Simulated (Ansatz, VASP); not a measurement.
## Zn in VASP and in Ansatz

Contents of INCAR:

```
SYSTEM = Zn
PREC = Accurate ; ENCUT = 600
EDIFF = 1E-7 ; ISMEAR = 0
SIGMA = 0.1 ; LREAL = .FALSE.
LASPH = .TRUE. ; NELM = 60
ALGO = Fast ; ISIF = 3
LWAVE = .FALSE. ; LCHARG = .FALSE.
GGA = PE ; IBRION = 2
NSW = 100 ; EDIFFG = -0.005
```

KPOINTS

```
regular mesh
0
G
  18 18 10
  0 0 0
```

POSCAR

```
Zn
1.0
    2.7883560000      0.0000000000      0.0000000000
   -1.3941780000      2.4147880000      0.0000000000
    0.0000000000      0.0000000000      4.5533670000
Zn
2
Direct
    0.0000000000      0.0000000000      0.0000000000
    0.3333333300      0.6666666700      0.5000000000
```

Input for Ansatz:

```yaml
crystal:
  lattice:
    - [2.788356, 0.0, 0.0]
    - [-1.394178, 2.414788, 0.0]
    - [0.0, 0.0, 4.553367]
  atoms:
    - { symbol: Zn, position: [0.0, 0.0, 0.0] }
    - { symbol: Zn, position: [0.33333333, 0.66666667, 0.5] }
basis:
  ecutwfc: 420
kpoints:
  mp_grid: { grid: [18, 18, 10] }
hamiltonian:
  xc: pbe
scf:
  occupations: { method: gaussian, width: 0.1 }
output:
  forces: true
  stress: true
  eigenvalues: true
  write_density: true
  write_potential: true
  elf: true
  volumetric_format: npy
relax:
  adjacent_minimum: "off"
  f_tol: 0.005
  max_steps: 80
  cell: { stress_tol: 0.05 }
```

Alike in both runs: task relaxation of cell and atoms; functional PBE; k mesh 18 × 18 × 10; occupations gaussian, width 0.1 eV; no spin polarisation.

|  | VASP | Ansatz |
| --- | --- | --- |
| version | VASP 6.6.1 | Ansatz 0.2.0 |
| potentials or method | VASP PAW PBE potentials, release 64 (Zn), cutoff 600 eV | scalar-relativistic, plane waves, PAW |
| valence electrons in the cell | 24 | 24 |

VASP gave:

```
gap on the k mesh at the Fermi level, each at its own relaxed structure (eV) : none
relaxed volume (Å³/atom)                                                     : 15.38
relaxed cell length with the largest relative difference (Å)                 : 2.639
```

Task: Estimate Ansatz's values.

Result: gap on the k mesh at the Fermi level, each at its own relaxed structure (eV): none; relaxed volume (Å³/atom): 15.31; relaxed cell length with the largest relative difference (Å): 2.635.

A gap of «none» marks a metal or a gap that the smearing closes.
